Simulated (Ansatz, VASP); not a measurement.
SnO2: VASP beside Ansatz

```xyz
12
Lattice="4.7351 0.0000 0.0000 0.0000 5.7509 0.0000 0.0000 0.0000 5.2471" Properties=species:S:1:pos:R:3 pbc="T T T"
Sn    2.3676    3.8269    3.9353
Sn    0.0000    4.7994    1.3118
Sn    2.3676    1.9240    1.3118
Sn    0.0000    0.9515    3.9353
O     3.4581    3.4915    0.4124
O     1.0905    5.1349    4.8347
O     3.6446    5.1349    3.0360
O     1.2770    3.4915    2.2111
O     3.4581    2.2594    3.0360
O     1.0905    0.6161    2.2111
O     3.6446    0.6161    0.4124
O     1.2770    2.2594    4.8347
```

Alike in both runs: task electric field gradients; functional revPBE; k mesh 5 × 4 × 5; occupations fermi-dirac, width 0.02 eV; no spin polarisation.

```csv
,VASP,Ansatz
version,VASP 6.6.1,Ansatz 0.2.0
potentials or method,"VASP PAW PBE potentials, release 64 (Sn_d, O)","plane-wave PAW, scalar-relativistic"
plane-wave cutoff (eV),520,420
valence electrons in the cell,104,104
```

VASP gave:

* gap on the k mesh at the Fermi level (eV): 1.41
* pressure (GPa): 10.7
* traceless stress, the component that is largest in VASP (GPa): 0.38
* rms of the force components (eV/Å): 0.062
* size of Vzz on the site where it differs most (V/Å²): 106.6

Q: Estimate Ansatz's values.

A: gap on the k mesh at the Fermi level (eV): 1.43; pressure (GPa): 10.1; traceless stress, the component that is largest in VASP (GPa): 0.29; rms of the force components (eV/Å): 0.055; size of Vzz on the site where it differs most (V/Å²): 106.0.

VASP's potentials were made for PBE, not for revPBE. Atom by atom the forces differ by 0.009 eV/Å (rms over components).
